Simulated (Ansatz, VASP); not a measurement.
## MgZrC: VASP beside Ansatz

File INCAR:

```
PREC = Accurate
ENCUT = 600
EDIFF = 1E-7
ISMEAR = 0
SIGMA = 0.1
LREAL = F
LASPH = T
NELM = 80
ALGO = Normal
ISIF = 3
LWAVE = F
LCHARG = F
GGA = PE
IBRION = 2
NSW = 90
EDIFFG = -0.04
```

The input KPOINTS:

```
Automatic mesh
0
Gamma
  6 6 6
```

The input POSCAR:

```
MgZrC
1.0
    3.4502828100      0.0000000000      0.0000000000
    0.0000000000      3.4834426800      0.0000000000
    0.0000000000      0.0000000000      3.5907970200
Mg Zr C
1 1 1
Direct
    0.5000000000      0.5000000000      0.5000000000
    0.0000000000      0.0000000000      0.0000000000
    0.5000000000      0.5000000000      0.0000000000
```

Input for Ansatz:

```yaml
crystal:
  lattice:
    - [3.45028281, 0.0, 0.0]
    - [0.0, 3.48344268, 0.0]
    - [0.0, 0.0, 3.59079702]
  atoms:
    - { symbol: Mg, position: [0.5, 0.5, 0.5] }
    - { symbol: Zr, position: [0.0, 0.0, 0.0] }
    - { symbol: C, position: [0.5, 0.5, 0.0] }
basis:
  ecutwfc: 420
kpoints:
  mp_grid: { grid: [6, 6, 6] }
hamiltonian:
  xc: pbe
scf:
  occupations: { method: gaussian, width: 0.1 }
  lower_state_search: "off"
output:
  forces: true
  stress: true
  eigenvalues: true
relax:
  adjacent_minimum: "off"
  f_tol: 0.04
  max_steps: 70
  cell: { stress_tol: 0.4 }
```

Change from the starting cell: species swapped into the TmCoC type (Pmmm, No. 47).

Alike in both runs: task relaxation of cell and atoms; functional PBE; k mesh 6 × 6 × 6; occupations gaussian, width 0.1 eV; no spin polarisation.

|  | VASP | Ansatz |
| --- | --- | --- |
| version | VASP 6.6.1 | Ansatz 0.2.0 |
| potentials or method | VASP PAW PBE potentials, release 64 (Mg, Zr_sv, C), cutoff 600 eV | scalar-relativistic, plane waves, PAW |
| valence electrons in the cell | 18 | 26 |

```tsv
	VASP	Ansatz	Ansatz less VASP
gap on the k mesh at the Fermi level, each at its own relaxed structure (eV)	none	none	-
relaxed volume (Å³/atom)	16.09	16.07	-0.022
relaxed cell length with the largest relative difference (Å)	3.273	3.269	-0.0042
```

A gap of «none» marks a metal or a gap that the smearing closes. VASP's potentials hold 18 valence electrons a cell and Ansatz's 26, so a difference there can come from the potentials and not from the codes.
